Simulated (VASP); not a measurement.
# Re (Fd-3m) in VASP: further runs

Re is run at these levels: PBE; tasks: single point.

Everything below comes from runs of VASP 6.6.1. Logs are shortened: lines on timing, memory, paths and dates and some standing lists are left out, and cuts for length are marked.

## (1) The cell of the first run

The structure is cubic, space group Fd-3m (No. 227). Conventional cell: a = 5.652 Å, b = 5.652 Å, c = 5.652 Å, α = 90.00°, β = 90.00°, γ = 90.00°. Within 3.2 Å of Re (site symmetry -43m) lie 4 Re at 2.45 Å.

## (2) Single point, PBE

File INCAR:

```
SYSTEM = Re
PREC = Accurate
ENCUT = 520
EDIFF = 1E-7
ISMEAR = -1
SIGMA = 0.1
LREAL = .FALSE.
LASPH = .TRUE.
NELM = 80
ALGO = Normal
ISIF = 2
LWAVE = .FALSE.
LCHARG = .TRUE.
GGA = PE
LELF = .TRUE.
LVHAR = .TRUE.
NBANDS = 14
```

File KPOINTS:

```
Automatic mesh
0
G
  12 12 12
  0 0 0
```

File POSCAR:

```
Re
1.0
    0.0000000000      2.8260376746      2.8260376746
    2.8260376746      0.0000000000      2.8260376746
    2.8260376746      2.8260376746      0.0000000000
Re
2
Direct
   -0.1250000000     -0.1250000000     -0.1250000000
    0.1250000000      0.1250000000      0.1250000000
```

Potentials or basis: VASP PAW PBE potentials, release 64 (Re).

The run is started by

```sh
$ cat potpaw_PBE.64/Re/POTCAR > POTCAR
$ mpirun -np 1 vasp_std > vasp.out
```

OUTCAR:

```text
SYSTEM = Re
   PREC = Accurate
   ENCUT = 520
   EDIFF = 1E-7
   ISMEAR = -1
   LREAL = .FALSE.
   LASPH = .TRUE.
   NELM = 80
   ISIF = 2
   GGA = PE

 ion  position               nearest neighbor table
   1  0.875  0.875  0.875-   2 2.45   2 2.45   2 2.45   2 2.45
   2  0.125  0.125  0.125-   1 2.45   1 2.45   1 2.45   1 2.45

  LATTYP: Found a face centered cubic cell.
 ALAT       =     5.6520753492

  Lattice vectors:

 A1 = (   0.0000000000,   2.8260376746,   2.8260376746)
 A2 = (   2.8260376746,   0.0000000000,   2.8260376746)
 A3 = (   2.8260376746,   2.8260376746,   0.0000000000)

Analysis of symmetry for initial positions (statically):
=====================================================================
 Subroutine PRICEL returns:
 Original cell was already a primitive cell.

 Routine SETGRP: Setting up the symmetry group for a
 face centered cubic supercell.

 Subroutine GETGRP returns: Found 48 space group operations
 (whereof 12 operations were pure point group operations)
 out of a pool of 48 trial point group operations.

The static configuration has the point symmetry D_3d.
 The point group associated with its full space group is O_h .

Analysis of symmetry for dynamics (positions and initial velocities):
=====================================================================
 Subroutine PRICEL returns:
 Original cell was already a primitive cell.

 Routine SETGRP: Setting up the symmetry group for a
 face centered cubic supercell.

 Subroutine GETGRP returns: Found 48 space group operations
 (whereof 12 operations were pure point group operations)
 out of a pool of 48 trial point group operations.

The dynamic configuration has the point symmetry D_3d.
 The point group associated with its full space group is O_h .

 Subroutine INISYM returns: Found 48 space group operations
 (whereof 12 operations are pure point group operations),
 and found     1 'primitive' translations

----------------------------------------------------------------------------------------

                                     Primitive cell

  volume of cell :      45.1402

  direct lattice vectors                    reciprocal lattice vectors
     0.000000000  2.826037675  2.826037675    -0.176926162  0.176926162  0.176926162
     2.826037675  0.000000000  2.826037675     0.176926162 -0.176926162  0.176926162
     2.826037675  2.826037675  0.000000000     0.176926162  0.176926162 -0.176926162

  length of vectors
[... 92 lines left out ...]
   PSTRESS=    0.0 pullay stress
   NELECT =      14.0000    total number of electrons
   NUPDOWN=      -1.0000    fix difference up-down
   EMIN   =  10.00;   EMAX   =-10.00  energy-range for DOS
   EFERMI =   0.00;   METHOD = LEGACY
   ISMEAR =    -1;   SIGMA  =   0.10  broadening in eV -4-tet -1-fermi 0-gaus
   EFERMI_NEDOS =   21; number of points for ismear=-14 and -15
   IALGO  =     38    algorithm
   IMIX   =      4    mixing-type and parameters
     AMIX     =   0.40;   BMIX     =  1.00
     AMIX_MAG =   1.60;   BMIX_MAG =  1.00
  volume/ion in A,a.u.               =      22.57       152.31
  Fermi-wavevector in a.u.,A,eV,Ry     =   1.108144  2.094089 16.707727  1.227983
  Thomas-Fermi vector in A             =   2.244667
   LORBIT       =      0    0 simple, 1 ext, 2 COOP (PROOUT), +10 PAW based schemes
   GGA     = PE    functional components
   LHFCALC =     F    Hartree Fock is set to
   AEXX    =    0.0000 exact exchange contribution
   IVDW    =     0    specifies the selected vdW correction
   LEPSILON=     F    determine dielectric tensor
   LRPA    =     F    only Hartree local field effects (RPA)
 non-spin polarized calculation
  energy-cutoff  :      520.00
  volume of cell :       45.14
 maximum number of plane-waves:      1243
 NGX is ok and might be reduce to    30
   NGX = 15   NGY = 15   NGZ = 15

 number of electron      14.0000002 magnetization

 Free energy of the ion-electron system (eV)
  ---------------------------------------------------
  ext. energy  EPLUGINS =         0.00000000
  ---------------------------------------------------
  free energy    TOTEN  =       -21.75945796 eV

  energy without entropy =      -21.71164241  energy(sigma->0) =      -21.73555019

 E-fermi :   3.4261     XC(G=0): -10.9889

 val. band max:        3.4188968445   @ k =  -0.4167   0.2500   0.0000
 cond. band min:       3.4290893895   @ k =   0.5000   0.5000   0.0000
 fundamental gap:      0.0101925450
 Fermi energy:         3.4260831116

 k-point     1 :       0.0000    0.0000    0.0000
  band No.  band energies     occupation
      1      -3.3924      2.00000
      2       0.4462      2.00000
      3       0.4463      2.00000
      4       1.1805      2.00000
      5       1.1805      2.00000
      6       1.1805      2.00000
      7       4.0613      0.00348
      8       4.0613      0.00348
      9       4.0613      0.00348
     10       7.4958      0.00000
     11       7.4958      0.00000
     12      14.6233      0.00000
     13      14.8056      0.00000
     14      16.1925      0.00000
[... 377 lines left out ...]
      1      -0.5454      2.00000
      2       0.0299      2.00000
      3       0.4277      2.00000
      4       0.5822      2.00000
      5       1.3656      2.00000
      6       1.7582      2.00000
      7       3.2064      1.79999
      8       4.3839      0.00014
      9       4.8855      0.00000
     10       6.4271      0.00000
     11       7.1382      0.00000
     12       7.5806      0.00000
     13      11.2848      0.00000
     14      12.5085      0.00000

 [... further k-points ...]

------------------------ aborting loop because EDIFF is reached ----------------------------------------

  FORCE on cell =-STRESS in cart. coord.  units (eV):
  Direction    XX          YY          ZZ          XY          YZ          ZX
  --------------------------------------------------------------------------------------
  -------------------------------------------------------------------------------------
  Total       -0.4729659     -0.4729659     -0.4729659     -0.0000000      0.0000000      0.0000000
  in kB      -16.7871338    -16.7871338    -16.7871338     -0.0000000      0.0000000      0.0000000
  external PRESSURE =     -16.7871338 kB  Pullay stress =       0.0000000 kB

 VOLUME and BASIS-vectors are now :
 -----------------------------------------------------------------------------
  energy-cutoff  :      520.00
  volume of cell :       45.14
      direct lattice vectors                 reciprocal lattice vectors
     0.000000000  2.826037675  2.826037675    -0.176926162  0.176926162  0.176926162
     2.826037675  0.000000000  2.826037675     0.176926162 -0.176926162  0.176926162
     2.826037675  2.826037675  0.000000000     0.176926162  0.176926162 -0.176926162

 POSITION                                       TOTAL-FORCE (eV/Angst)
 -----------------------------------------------------------------------------------
      4.94557      4.94557      4.94557        -0.000000     -0.000000     -0.000000
      0.70651      0.70651      0.70651         0.000000      0.000000      0.000000
 -----------------------------------------------------------------------------------
    total drift:                               -0.000000      0.000000      0.000000

  FREE ENERGIE OF THE ION-ELECTRON SYSTEM (eV)
  ---------------------------------------------------
  free  energy   TOTEN  =       -21.7594579621 eV

  energy  without entropy=      -21.7116424088  energy(sigma->0) =      -21.73555019
```

stdout:

```text
POSCAR found type information on POSCAR Re
 POSCAR found :  1 types and       2 ions
 scaLAPACK will be used
 LDA part: xc-table for (Slater+PW92), standard interpolation
 POSCAR, INCAR and KPOINTS ok, starting setup
 FFT: planning ... GRIDC
 FFT: planning ... GRID_SOFT
 FFT: planning ... GRID
 WAVECAR not read
 entering main loop
```

Wall time 22 s (1 thread of Intel Xeon 6975P-C (Granite Rapids), shared host); peak memory 0.19 GiB.

What came out:

```yaml
Free_energy: -21.7595 eV
Pressure: -1.7 GPa
Band_gap_on_the_k_mesh: zero (band 7 reaches 4.06 eV, above the bottom of band 8 at 2.61 eV)
```

Levels at points of the mesh, in eV from the Fermi level:
| k point | band 3 | band 4 | band 5 | band 6 | band 7 | band 8 | band 9 | band 10 | band 11 | band 12 |
| --- | --- | --- | --- | --- | --- | --- | --- | --- | --- | --- |
| (0.00, 0.00, 0.00) | -2.98 | -2.25 | -2.25 | -2.25 | 0.64 | 0.64 | 0.64 | 4.07 | 4.07 | 11.20 |
| (0.50, 0.00, 0.00) | -2.68 | -2.68 | -2.45 | -2.45 | -0.90 | 1.69 | 1.69 | 3.24 | 3.24 | 4.02 |
| (0.50, 0.50, 0.00) | -2.39 | -2.39 | -1.95 | -1.95 | 0.00 | 0.00 | 3.62 | 3.62 | 4.59 | 4.59 |

Caveat: spin-orbit coupling is left out, which moves the levels of the heavy elements.

## (3) Single point, PBE (volume scaled by 0.4)

File INCAR:

```
ALGO     = Normal         # electronic algorithm
EDIFF    = 1E-7           # SCF threshold, eV
ENCUT    = 520            # plane-wave cutoff, eV
GGA      = PE             # functional
ISIF     = 2              # what is computed and relaxed
ISMEAR   = -1             # smearing method
LASPH    = T              # aspherical terms in the spheres
LCHARG   = F              # write CHGCAR
LREAL    = F              # projectors in reciprocal space
LWAVE    = F              # write WAVECAR
NBANDS   = 14             # bands
NELM     = 60             # most SCF steps
PREC     = Accurate       # precision mode
SIGMA    = 0.1            # smearing width, eV
```

File KPOINTS:

```
k-points
0
Gamma
  12 12 12
```

File POSCAR:

```
Re
1.0
    0.0000000000      2.0822423619      2.0822423619
    2.0822423619      0.0000000000      2.0822423619
    2.0822423619      2.0822423619      0.0000000000
Re
2
Direct
   -0.1250000000     -0.1250000000     -0.1250000000
    0.1250000000      0.1250000000      0.1250000000
```

Potentials or basis: VASP PAW PBE potentials, release 64 (Re).

The run is started by

```sh
$ cat potpaw_PBE.64/Re/POTCAR > POTCAR
$ mpirun -np 1 vasp_std > vasp.out
```

Run time: 12 s. Hardware: 1 thread of Intel Xeon Platinum 8375C at 2.90GHz (Ice Lake), shared host; peak memory 0.15 GiB.

The run converged, but its numbers aren't listed here, since they failed a check.

Caveat: spin-orbit coupling is left out, which moves the levels of the heavy elements.

## (4) Single point, PBE (volume scaled by 0.4)

File INCAR:

```
SYSTEM = Re
PREC = Accurate
ENCUT = 520
EDIFF = 1E-7
ISMEAR = -1
SIGMA = 0.1
LREAL = .FALSE.
LASPH = .TRUE.
NELM = 80
ALGO = Normal
ISIF = 2
LWAVE = .FALSE.
LCHARG = .FALSE.
GGA = PE
NBANDS = 14
```

File KPOINTS:

```
Automatic mesh
0
G
  12 12 12
  0 0 0
```

POSCAR is that of step 3.

The run is started by

```sh
$ cat potpaw_PBE.64/Re/POTCAR > POTCAR
$ mpirun -np 1 vasp_std > vasp.out
```

It took 13 s on 1 thread of Intel Xeon Platinum 8375C at 2.90GHz (Ice Lake), shared host; peak memory 0.15 GiB.

The run converged, but its numbers aren't listed here, since they failed a check.

Caveat: spin-orbit coupling is left out, which moves the levels of the heavy elements.

## (5) Single point, PBE (volume scaled by 0.45)

File INCAR:

```
SYSTEM = Re
PREC = Accurate
ENCUT = 520
EDIFF = 1E-6
ISMEAR = -1
SIGMA = 0.1
LREAL = .False.
LASPH = .True.
NELM = 60
ALGO = Normal
ISIF = 2
LWAVE = .False.
LCHARG = .False.
GGA = PE
NBANDS = 14
```

File KPOINTS:

```
Automatic mesh
0
Gamma
  12 12 12
  0 0 0
```

File POSCAR:

```
Re
1.0
    0.0000000000      2.1656193263      2.1656193263
    2.1656193263      0.0000000000      2.1656193263
    2.1656193263      2.1656193263      0.0000000000
Re
2
Direct
   -0.1250000000     -0.1250000000     -0.1250000000
    0.1250000000      0.1250000000      0.1250000000
```

The run is started by

```sh
$ cat potpaw_PBE.64/Re/POTCAR > POTCAR
$ mpirun -np 1 vasp_std > vasp.out
```

It took 11 s on 1 thread of Intel Xeon Platinum 8375C at 2.90GHz (Ice Lake), shared host; peak memory 0.15 GiB.

Results (log left out):

| Quantity | Value |
| --- | --- |
| Free energy | 2.5532 eV |
| Pressure | 566.3 GPa |
| Band gap on the k mesh | zero (band 7 reaches 15.22 eV, above the bottom of band 8 at 13.19 eV) |

Levels at points of the mesh, in eV from the Fermi level:
```csv
k point,band 3,band 4,band 5,band 6,band 7,band 8,band 9,band 10,band 11,band 12
"(0.00, 0.00, 0.00)",-10.34,-5.54,-5.54,-5.54,0.68,0.68,0.68,9.84,9.84,11.18
"(0.50, 0.00, 0.00)",-9.49,-7.45,-7.45,-6.95,0.40,4.40,4.40,6.85,6.85,7.04
"(0.50, 0.50, 0.00)",-7.32,-7.32,-3.04,-3.04,0.76,0.76,7.00,7.00,8.02,8.02
```

Caveat: spin-orbit coupling is left out, which moves the levels of the heavy elements.

## (6) Single point, PBE (volume scaled by 0.45)

File INCAR:

```
PREC     = Accurate       # precision mode
ENCUT    = 520            # plane-wave cutoff, eV
EDIFF    = 1E-6           # SCF threshold, eV
ISMEAR   = -1             # smearing method
SIGMA    = 0.1            # smearing width, eV
LREAL    = False          # projectors in reciprocal space
LASPH    = True           # aspherical terms in the spheres
NELM     = 100            # most SCF steps
ALGO     = Normal         # electronic algorithm
ISIF     = 2              # what is computed and relaxed
LWAVE    = False          # write WAVECAR
LCHARG   = False          # write CHGCAR
GGA      = PE             # functional
NBANDS   = 14             # bands
```

File KPOINTS:

```
regular mesh
0
Gamma
  12 12 12
```

POSCAR is that of step 5.

Potentials or basis: VASP PAW PBE potentials, release 64 (Re).

The run is started by

```sh
$ cat potpaw_PBE.64/Re/POTCAR > POTCAR
$ mpirun -np 1 vasp_std > vasp.out
```

OUTCAR:

```text
PREC = Accurate
   ENCUT = 520
   EDIFF = 1E-6
   ISMEAR = -1
   LREAL = False
   LASPH = True
   NELM = 100
   ISIF = 2
   GGA = PE

 ion  position               nearest neighbor table
   1  0.875  0.875  0.875-   2 1.88   2 1.88   2 1.88   2 1.88
   2  0.125  0.125  0.125-   1 1.88   1 1.88   1 1.88   1 1.88

  LATTYP: Found a face centered cubic cell.
 ALAT       =     4.3312386526

  Lattice vectors:

 A1 = (   0.0000000000,   2.1656193263,   2.1656193263)
 A2 = (   2.1656193263,   0.0000000000,   2.1656193263)
 A3 = (   2.1656193263,   2.1656193263,   0.0000000000)

Analysis of symmetry for initial positions (statically):
=====================================================================
 Subroutine PRICEL returns:
 Original cell was already a primitive cell.

 Routine SETGRP: Setting up the symmetry group for a
 face centered cubic supercell.

 Subroutine GETGRP returns: Found 48 space group operations
 (whereof 12 operations were pure point group operations)
 out of a pool of 48 trial point group operations.

The static configuration has the point symmetry D_3d.
 The point group associated with its full space group is O_h .
[... 175 lines left out ...]
      6       8.6918      2.00000
      7      14.9100      0.00230
      8      14.9100      0.00230
      9      14.9100      0.00230
     10      24.0722      0.00000
     11      24.0722      0.00000
     12      25.4109      0.00000
     13      29.2535      0.00000
     14      29.2535      0.00000
[... 377 lines left out ...]
      1       2.7193      2.00000
      2       4.1391      2.00000
      3       4.1763      2.00000
      4       8.5712      2.00000
      5       8.6975      2.00000
      6       9.3737      2.00000
      7      15.2235      0.00010
      8      15.9440      0.00000
      9      16.6915      0.00000
     10      19.4220      0.00000
     11      21.9008      0.00000
     12      22.5584      0.00000
     13      30.9652      0.00000
     14      31.6056      0.00000

 [... further k-points ...]

------------------------ aborting loop because EDIFF is reached ----------------------------------------

  FORCE on cell =-STRESS in cart. coord.  units (eV):
  Direction    XX          YY          ZZ          XY          YZ          ZX
  --------------------------------------------------------------------------------------
  -------------------------------------------------------------------------------------
  Total       71.7980851     71.7980851     71.7980851     -0.0000000     -0.0000000     -0.0000000
  in kB     5663.0069225   5663.0069225   5663.0069225     -0.0000000     -0.0000000     -0.0000000
  external PRESSURE =    5663.0069225 kB  Pullay stress =       0.0000000 kB

 VOLUME and BASIS-vectors are now :
 -----------------------------------------------------------------------------
  energy-cutoff  :      520.00
  volume of cell :       20.31
      direct lattice vectors                 reciprocal lattice vectors
     0.000000000  2.165619326  2.165619326    -0.230880836  0.230880836  0.230880836
     2.165619326  0.000000000  2.165619326     0.230880836 -0.230880836  0.230880836
     2.165619326  2.165619326  0.000000000     0.230880836  0.230880836 -0.230880836

 POSITION                                       TOTAL-FORCE (eV/Angst)
 -----------------------------------------------------------------------------------
      3.78983      3.78983      3.78983         0.000000      0.000000     -0.000000
      0.54140      0.54140      0.54140        -0.000000     -0.000000      0.000000
 -----------------------------------------------------------------------------------
    total drift:                                0.000000      0.000000      0.000000

  FREE ENERGIE OF THE ION-ELECTRON SYSTEM (eV)
  ---------------------------------------------------
  free  energy   TOTEN  =         2.5532047621 eV

  energy  without entropy=        2.5990180462  energy(sigma->0) =        2.57611140
```

OSZICAR:

```text
N       E                     dE             d eps       ncg     rms          rms(c)
DAV:   1     0.450038501274E+02    0.45004E+02   -0.70251E+03  4032   0.139E+03
DAV:   2     0.137115906745E+01   -0.43633E+02   -0.40441E+02  3400   0.346E+02
DAV:   3     0.605083649543E+00   -0.76608E+00   -0.76145E+00  2884   0.346E+01
DAV:   4     0.595329070548E+00   -0.97546E-02   -0.97508E-02  3210   0.248E+00
DAV:   5     0.595098352157E+00   -0.23072E-03   -0.23071E-03  2972   0.587E-01    0.808E+01
DAV:   6     0.203068079944E+01    0.14356E+01   -0.69243E-01  3414   0.275E+01    0.600E+01
DAV:   7     0.227838774802E+01    0.24771E+00   -0.16462E+00  3400   0.439E+01    0.726E+00
DAV:   8     0.255201182524E+01    0.27362E+00   -0.42327E-01  3426   0.219E+01    0.258E+00
DAV:   9     0.255300020880E+01    0.98838E-03   -0.47922E-03  3374   0.816E-01    0.356E-01
DAV:  10     0.255315669219E+01    0.15648E-03   -0.79042E-05  3688   0.230E-01    0.113E-01
DAV:  11     0.255320535470E+01    0.48663E-04   -0.38340E-05  3304   0.304E-01    0.758E-03
DAV:  12     0.255320476207E+01   -0.59263E-06   -0.20553E-07  1566   0.947E-03
   1 F= 0.25532048E+01 E0= 0.25761114E+01  d E =-.458133E-01
```

It took 11 s on 1 thread of Intel Xeon Platinum 8375C at 2.90GHz (Ice Lake), shared host; peak memory 0.15 GiB.

What came out:

* Free energy: 2.5532 eV
* Pressure: 566.3 GPa
* Band gap on the k mesh: zero (band 7 reaches 15.22 eV, above the bottom of band 8 at 13.19 eV)

Caveat: spin-orbit coupling is left out, which moves the levels of the heavy elements.
